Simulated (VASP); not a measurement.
Here is a VASP 6.6.1 calculation.

INCAR

```
SYSTEM = CoSn
PREC     = Accurate       ! precision mode
ENCUT    = 520            ! plane-wave cutoff, eV
EDIFF    = 1E-7           ! SCF threshold, eV
ISMEAR   = 0              ! smearing method
SIGMA    = 0.1            ! smearing width, eV
LREAL    = .False.        ! projectors in reciprocal space
LASPH    = .True.         ! aspherical terms in the spheres
NELM     = 100            ! most SCF steps
ALGO     = Fast           ! electronic algorithm
ISIF     = 2              ! what is computed and relaxed
LWAVE    = .False.        ! write WAVECAR
LCHARG   = .False.        ! write CHGCAR
GGA      = PS             ! functional
NBANDS   = 44             ! bands
```

KPOINTS

```
Automatic mesh
0
Gamma
  12 12 8
  0 0 0
```

File POSCAR:

```
CoSn
1.0
    5.0109271822      0.0000000000      0.0000000000
   -2.5054635911      4.3395902363      0.0000000000
    0.0000000000      0.0000000000      4.2685152126
Co Sn
3 3
Direct
    0.0000000000      0.5000000000      0.0000000000
    0.5000000000      0.5000000000      0.0000000000
    0.5000000000      0.0000000000      0.0000000000
    0.6666666667      0.3333333333      0.5000000000
    0.3333333333      0.6666666667      0.5000000000
    0.0000000000      0.0000000000      0.0000000000
```

Potentials or basis: VASP PAW PBE potentials, release 64 (Co, Sn_d).

Run with:

```bash
$ cat potpaw_PBE.64/Co/POTCAR potpaw_PBE.64/Sn_d/POTCAR > POTCAR
$ mpirun -np 1 vasp_std > vasp.out
```

(1) Predict the band gap on the k mesh.

(2) Predict the pressure.

Answers

(1) zero (an odd number of electrons rules out a gap without spin polarisation).

(2) 10.4 GPa.

Caveat: the cell differs from its parent crystal (biaxial strain in the a-b plane: -4.0 %); the stress differs along the axes, from -1 to 16 GPa; the PAW data sets were made with another functional, which shifts forces and pressure a little; spin-orbit coupling is left out, which moves the levels of the heavy elements; the run has no spin polarisation, though such a crystal can be magnetic.
